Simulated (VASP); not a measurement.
# Sb (Im-3m) in VASP: a series of runs, part 2 of 2

VASP 6.6.1. The steps go on from the part before.

**4. Relaxation of cell and atoms, PBE, target pressure 49 GPa, at which the enthalpy is minimised**

This run uses another cell than the first one, of 19.09 Å³/atom.

The input, INCAR:

```
SYSTEM = Sb
PREC = Accurate
ENCUT = 600
EDIFF = 1E-6
ISMEAR = -1
SIGMA = 0.08
LREAL = .FALSE.
LASPH = .TRUE.
NELM = 60
ALGO = Normal
ISIF = 3
LWAVE = .FALSE.
LCHARG = .FALSE.
GGA = PE
IBRION = 2
NSW = 60
EDIFFG = -0.005
PSTRESS = 490.0
```

The input, KPOINTS:

```
regular mesh
0
G
  16 16 16
  0 0 0
```

The input, POSCAR:

```
Sb
1.0
   -1.6837307077      1.6837307077      1.6837307077
    1.6837307077     -1.6837307077      1.6837307077
    1.6837307077      1.6837307077     -1.6837307077
Sb
1
Direct
    0.0000000000      0.0000000000      0.0000000000
```

Potentials or basis: VASP PAW PBE potentials, release 64 (Sb).

On the command line:

```bash
$ cat potpaw_PBE.64/Sb/POTCAR > POTCAR
$ mpirun -np 1 vasp_std > vasp.out
```

OUTCAR:

```text
SYSTEM = Sb
   PREC = Accurate
   ENCUT = 600
   EDIFF = 1E-6
   ISMEAR = -1
   LREAL = .FALSE.
   LASPH = .TRUE.
   NELM = 60
   ISIF = 3
   GGA = PE
   IBRION = 2
   NSW = 60
   EDIFFG = -0.005
   PSTRESS = 490.0

 ion  position               nearest neighbor table
   1  0.000  0.000  0.000-

  LATTYP: Found a body centered cubic cell.
 ALAT       =     3.3674614154

  Lattice vectors:

 A1 = (  -1.6837307077,   1.6837307077,   1.6837307077)
 A2 = (   1.6837307077,  -1.6837307077,   1.6837307077)
 A3 = (   1.6837307077,   1.6837307077,  -1.6837307077)

Analysis of symmetry for initial positions (statically):
=====================================================================
 Subroutine PRICEL returns:
 Original cell was already a primitive cell.

 Routine SETGRP: Setting up the symmetry group for a
 body centered cubic supercell.

 Subroutine GETGRP returns: Found 48 space group operations
 (whereof 48 operations were pure point group operations)
 out of a pool of 48 trial point group operations.

The static configuration has the point symmetry O_h .

Analysis of symmetry for dynamics (positions and initial velocities):
=====================================================================
 Subroutine PRICEL returns:
 Original cell was already a primitive cell.

 Routine SETGRP: Setting up the symmetry group for a
 body centered cubic supercell.

 Subroutine GETGRP returns: Found 48 space group operations
 (whereof 48 operations were pure point group operations)
 out of a pool of 48 trial point group operations.

The dynamic configuration has the point symmetry O_h .

 Subroutine INISYM returns: Found 48 space group operations
 (whereof 48 operations are pure point group operations),
 and found     1 'primitive' translations

----------------------------------------------------------------------------------------

                                     Primitive cell

  volume of cell :      19.0932

  direct lattice vectors                    reciprocal lattice vectors
    -1.683730708  1.683730708  1.683730708     0.000000000  0.296959602  0.296959602
     1.683730708 -1.683730708  1.683730708     0.296959602  0.000000000  0.296959602
     1.683730708  1.683730708 -1.683730708     0.296959602  0.296959602  0.000000000

  length of vectors
     2.916307132  2.916307132  2.916307132     0.419964296  0.419964296  0.419964296

  position of ions in fractional coordinates (direct lattice)
     0.000000000  0.000000000  0.000000000

  ion indices of the primitive-cell ions
   primitive index   ion index
                 1           1

----------------------------------------------------------------------------------------

 KPOINTS: regular mesh

Automatic generation of k-mesh.
 Grid dimensions read from file:
 generate k-points for:   16   16   16

 Generating k-lattice:

  Cartesian coordinates                     Fractional coordinates (reciprocal lattice)
     0.000000000  0.018559975  0.018559975     0.062500000  0.000000000  0.000000000
     0.018559975  0.000000000  0.018559975     0.000000000  0.062500000  0.000000000
     0.018559975  0.018559975  0.000000000     0.000000000  0.000000000  0.062500000

  Length of vectors
     0.026247768  0.026247768  0.026247768

  Shift w.r.t. Gamma in fractional coordinates (k-lattice)
     0.000000000  0.000000000  0.000000000

 Subroutine IBZKPT returns following result:
 ===========================================

 Found    145 irreducible k-points:

 Following reciprocal coordinates:
            Coordinates               Weight
  0.000000  0.000000  0.000000      1.000000
  0.062500  0.000000  0.000000     12.000000
  0.125000  0.000000  0.000000     12.000000
  0.187500  0.000000  0.000000     12.000000
  0.250000  0.000000  0.000000     12.000000
  0.312500  0.000000  0.000000     12.000000
[... 16 lines left out ...]
  0.187500  0.187500  0.000000     24.000000
  0.250000  0.187500  0.000000     48.000000
 [... further k-points ...]
   k-points           NKPTS =    145   k-points in BZ     NKDIM =    145   number of bands    NBANDS=      6
   number of dos      NEDOS =    301   number of ions     NIONS =      1
   total plane-waves  NPLWV =  13824
   dimension x,y,z NGX =    24 NGY =   24 NGZ =   24
   dimension x,y,z NGXF=    48 NGYF=   48 NGZF=   48
   ions per type =               1
   NGX,Y,Z   is equivalent  to a cutoff of  13.68, 13.68, 13.68 a.u.
   NGXF,Y,Z  is equivalent  to a cutoff of  27.36, 27.36, 27.36 a.u.
 SYSTEM =  Sb
   PREC   = accura    normal or accurate (medium, high low for compatibility)
   ISTART =      0    job   : 0-new  1-cont  2-samecut
   ICHARG =      2    charge: 1-file 2-atom 10-const
   ISPIN  =      1    spin polarized calculation?
   LNONCOLLINEAR =      F non collinear calculations
   LSORBIT =      F    spin-orbit coupling
   LASPH  =      T    aspherical Exc in radial PAW
   ENCUT  =  600.0 eV  44.10 Ry    6.64 a.u.   5.82  5.82  5.82*2*pi/ulx,y,z
   NELM   =     60;   NELMIN=  2; NELMDL= -5     # of ELM steps
   EDIFF  = 0.1E-05   stopping-criterion for ELM
   LREAL  =      F    real-space projection
   EDIFFG = -.5E-02   stopping-criterion for IOM
   NSW    =     60    number of steps for IOM
   IBRION =      2    ionic relax: 0-MD 1-quasi-New 2-CG
   NFREE  =      1    steps in history (QN), initial steepest desc. (CG)
   ISIF   =      3    stress and relaxation
   ISYM   =      2    0-nonsym 1-usesym 2-fastsym
   POTIM  = 0.5000    time-step for ionic-motion
   TEBEG  =    0.0;   TEEND  =   0.0 temperature during run
   PSTRESS=  490.0 pullay stress
   NELECT =       5.0000    total number of electrons
   NUPDOWN=      -1.0000    fix difference up-down
   EMIN   =  10.00;   EMAX   =-10.00  energy-range for DOS
   EFERMI =   0.00;   METHOD = LEGACY
   ISMEAR =    -1;   SIGMA  =   0.08  broadening in eV -4-tet -1-fermi 0-gaus
   EFERMI_NEDOS =   21; number of points for ismear=-14 and -15
   IALGO  =     38    algorithm
   IMIX   =      4    mixing-type and parameters
     AMIX     =   0.40;   BMIX     =  1.00
     AMIX_MAG =   1.60;   BMIX_MAG =  1.00
  volume/ion in A,a.u.               =      19.09       128.85
  Fermi-wavevector in a.u.,A,eV,Ry     =   1.047383  1.979267 14.925744  1.097011
  Thomas-Fermi vector in A             =   2.182261
   LORBIT       =      0    0 simple, 1 ext, 2 COOP (PROOUT), +10 PAW based schemes
   GGA     = PE    functional components
   LHFCALC =     F    Hartree Fock is set to
   AEXX    =    0.0000 exact exchange contribution
   IVDW    =     0    specifies the selected vdW correction
   LEPSILON=     F    determine dielectric tensor
   LRPA    =     F    only Hartree local field effects (RPA)
 conjugate gradient relaxation of ions
 non-spin polarized calculation
  energy-cutoff  :      600.00
  volume of cell :       19.09
 maximum number of plane-waves:       682
   NGX = 11   NGY = 11   NGZ = 11

--------------------------------------- Ionic step        1  -------------------------------------------

 number of electron       5.0000000 magnetization

 Free energy of the ion-electron system (eV)
  ---------------------------------------------------
  ext. energy  EPLUGINS =         0.00000000
  ---------------------------------------------------
  free energy    TOTEN  =        -3.04113474 eV

  energy without entropy =       -3.02959776  energy(sigma->0) =       -3.03536625

------------------------ aborting loop because EDIFF is reached ----------------------------------------

  FORCE on cell =-STRESS in cart. coord.  units (eV):
  Direction    XX          YY          ZZ          XY          YZ          ZX
  --------------------------------------------------------------------------------------
  -------------------------------------------------------------------------------------
  Total        5.7542750      5.7542750      5.7542750     -0.0000000      0.0000000     -0.0000000
  in kB      482.8623072    482.8623072    482.8623072     -0.0000000      0.0000000     -0.0000000
  external PRESSURE =      -7.1376928 kB  Pullay stress =     490.0000000 kB
[... 61 lines left out ...]
--------------------------------------- Ionic step        3  -------------------------------------------

 number of electron       5.0000000 magnetization

 Free energy of the ion-electron system (eV)
  ---------------------------------------------------
  ext. energy  EPLUGINS =         0.00000000
  ---------------------------------------------------
  free energy    TOTEN  =        -3.02442649 eV

  energy without entropy =       -3.01287129  energy(sigma->0) =       -3.01864889

 E-fermi :  13.8988     XC(G=0): -11.8182

 val. band max:       13.8978455265   @ k =  -0.2500   0.2500   0.0625
 cond. band min:      13.9035198516   @ k =   0.1875   0.1250   0.0000
 fundamental gap:      0.0056743251
 Fermi energy:        13.8987937998

 k-point     1 :       0.0000    0.0000    0.0000
  band No.  band energies     occupation
      1      -2.3674      2.00000
      2      22.5845      0.00000
      3      22.5845      0.00000
      4      22.5845      0.00000
      5      25.6467      0.00000
      6      25.6467      0.00000
[... 199 lines left out ...]
 k-point    24 :       0.2500    0.1875    0.0000
  band No.  band energies     occupation
      1       1.7505      2.00000
      2      10.6392      2.00000
      3      12.9894      1.99998
      4      17.6882      0.00000
      5      23.5667      0.00000
      6      24.7985      0.00000

 [... further k-points ...]

------------------------ aborting loop because EDIFF is reached ----------------------------------------

  FORCE on cell =-STRESS in cart. coord.  units (eV):
  Direction    XX          YY          ZZ          XY          YZ          ZX
  --------------------------------------------------------------------------------------
  -------------------------------------------------------------------------------------
  Total        5.8246520      5.8246520      5.8246520      0.0000000      0.0000000      0.0000000
  in kB      490.1810707    490.1810707    490.1810707      0.0000000      0.0000000      0.0000000
  external PRESSURE =       0.1810707 kB  Pullay stress =     490.0000000 kB
[... 20 lines left out ...]
  energy  without entropy=       -3.0128712861  energy(sigma->0) =       -3.01864889

  enthalpy is  TOTEN    =         2.7980738773 eV   P V=        5.8225003652

 reached required accuracy - stopping structural energy minimisation
```

CONTCAR:

```text
Sb
   1.00000000000000
    -1.6821111070583268    1.6821111070583268    1.6821111070583268
     1.6821111070583268   -1.6821111070583268    1.6821111070583268
     1.6821111070583268    1.6821111070583268   -1.6821111070583268
  Sb
     1
Direct
     0.0000000000000000    0.0000000000000000    0.0000000000000000

  0.00000000E+00  0.00000000E+00  0.00000000E+00
```

Wall time 25 s (1 thread of Intel Xeon 8259CL, shared host); peak memory 0.16 GiB.

What came out:

* Free energy: -3.0244 eV
* Relaxed volume: 19.04 Å³/atom
* Relaxed cell: a = 2.914 Å, b = 2.914 Å, c = 2.914 Å, α = 109.47°, β = 109.47°, γ = 109.47°
* Space group after relaxing (to 0.1 Å): Im-3m (No. 229)
* Energy change on relaxing (the run minimises the enthalpy): +16.7 meV/atom
* Ionic steps: 3
* Pressure after relaxing: 49.0 GPa
* Band gap on the k mesh: zero (an odd number of electrons rules out a gap without spin polarisation)

Step by step:
```
step  energy change (eV)  largest force (eV/Å)  pressure (GPa)  volume (Å³)
   1              0.0000                0.0000           48.29        19.09
   2              0.0728                0.0000           51.41        18.86
   3              0.0167                0.0000           49.02        19.04
```

Final structure:
```xyz
1
Lattice="-1.6821 1.6821 1.6821 1.6821 -1.6821 1.6821 1.6821 1.6821 -1.6821" Properties=species:S:1:pos:R:3 pbc="T T T"
Sb    0.0000    0.0000    0.0000
```

Levels at points of the mesh, in eV from the Fermi level:
```
           k point  band 1  band 2  band 3  band 4  band 5  band 6
(0.00, 0.00, 0.00)  -16.27    8.69    8.69    8.69   11.75   11.75
(0.50, 0.00, 0.00)   -9.76   -8.25    2.45    4.57    7.31    7.81
(0.50, 0.50, 0.50)   -3.65   -3.05   -3.05   -3.05    2.06    2.06
```

Caveat: the cell is relaxed towards a set pressure, so the run minimises the enthalpy, not the energy; spin-orbit coupling is left out, which moves the levels of the heavy elements.

**5. Relaxation of cell and atoms, PBE, target pressure 49 GPa, at which the enthalpy is minimised**

The input, INCAR:

```
SYSTEM = Sb
ALGO = Normal
EDIFF = 1E-6
EDIFFG = -0.005
ENCUT = 600
GGA = PE
IBRION = 2
ISIF = 3
ISMEAR = -1
LASPH = .TRUE.
LCHARG = .FALSE.
LREAL = .FALSE.
LWAVE = .FALSE.
NELM = 60
NSW = 32
PREC = Accurate
PSTRESS = 490.0
SIGMA = 0.08
```

The input, KPOINTS:

```
k-points
0
G
  16 16 16
  0 0 0
```

The input, POSCAR:

```
Sb
1.0
   -1.6813726724      1.6813726724      1.6813726724
    1.6813726724     -1.6813726724      1.6813726724
    1.6813726724      1.6813726724     -1.6813726724
Sb
1
Direct
    0.0000000000      0.0000000000      0.0000000000
```

On the command line:

```bash
$ cat potpaw_PBE.64/Sb/POTCAR > POTCAR
$ mpirun -np 1 vasp_std > vasp.out
```

Wall time 22 s (1 thread of Intel Xeon 8259CL, shared host); peak memory 0.16 GiB.

The run converged. Its results:

| Quantity | Value |
| --- | --- |
| Free energy | -3.0243 eV |
| Relaxed volume | 19.04 Å³/atom |
| Relaxed cell | a = 2.913 Å, b = 2.913 Å, c = 2.913 Å, α = 109.47°, β = 109.47°, γ = 109.47° |
| Space group after relaxing (to 0.1 Å) | Im-3m (No. 229) |
| Energy change on relaxing (the run minimises the enthalpy) | -7.5 meV/atom |
| Ionic steps | 3 |
| Pressure after relaxing | 49.0 GPa |
| Band gap on the k mesh | zero (an odd number of electrons rules out a gap without spin polarisation) |

The path:
```tsv
step	energy change (eV)	largest force (eV/Å)	pressure (GPa)	volume (Å³)
1	0.0000	0.0000	49.34	19.01
2	-0.0339	0.0000	47.88	19.12
3	-0.0075	0.0000	49.01	19.04
```

Final structure:
```cif
data_structure
_symmetry_space_group_name_H-M 'P 1'
_symmetry_Int_Tables_number 1
_cell_length_a 2.9135
_cell_length_b 2.9135
_cell_length_c 2.9135
_cell_angle_alpha 109.471
_cell_angle_beta 109.471
_cell_angle_gamma 109.471
_cell_volume 19.04
loop_
_atom_site_label
_atom_site_type_symbol
_atom_site_fract_x
_atom_site_fract_y
_atom_site_fract_z
_atom_site_occupancy
Sb1 Sb 0.00000 0.00000 0.00000 1
```

Levels at points of the mesh, in eV from the Fermi level:
| k point | band 1 | band 2 | band 3 | band 4 | band 5 | band 6 |
| --- | --- | --- | --- | --- | --- | --- |
| (0.00, 0.00, 0.00) | -16.27 | 8.69 | 8.69 | 8.69 | 11.75 | 11.75 |
| (0.50, 0.00, 0.00) | -9.76 | -8.25 | 2.45 | 4.57 | 7.31 | 7.81 |
| (0.50, 0.50, 0.50) | -3.65 | -3.05 | -3.05 | -3.05 | 2.05 | 2.05 |

Caveat: the cell is relaxed towards a set pressure, so the run minimises the enthalpy, not the energy; spin-orbit coupling is left out, which moves the levels of the heavy elements.

**6. Overview**

```csv
task,cell,cutoff (eV),gap on the mesh (eV),pressure (GPa)
single point,"a = 2.912 Å, angles 109.5°, 1 atom",520,none,49.4
relaxation of cell and atoms,"relaxed to 49 GPa from a = 2.916 Å, angles 109.5°, 1 atom",600,none,49.0
relaxation of cell and atoms,"relaxed to 49 GPa from a = 2.912 Å, angles 109.5°, 1 atom",600,none,49.0
```

Alike in all rows: level PBE; potentials or basis VASP PAW PBE potentials, release 64 (Sb); no spin polarisation; k mesh 16 × 16 × 16; smearing fermi-dirac 0.08 eV.

Caveats: spin-orbit coupling is left out, which moves the levels of the heavy elements; the cell is relaxed towards a set pressure, so the run minimises the enthalpy, not the energy (at least some runs); the cell stands under pressure (at least some runs).

Absolute energies hang on the potentials; compare differences alone.
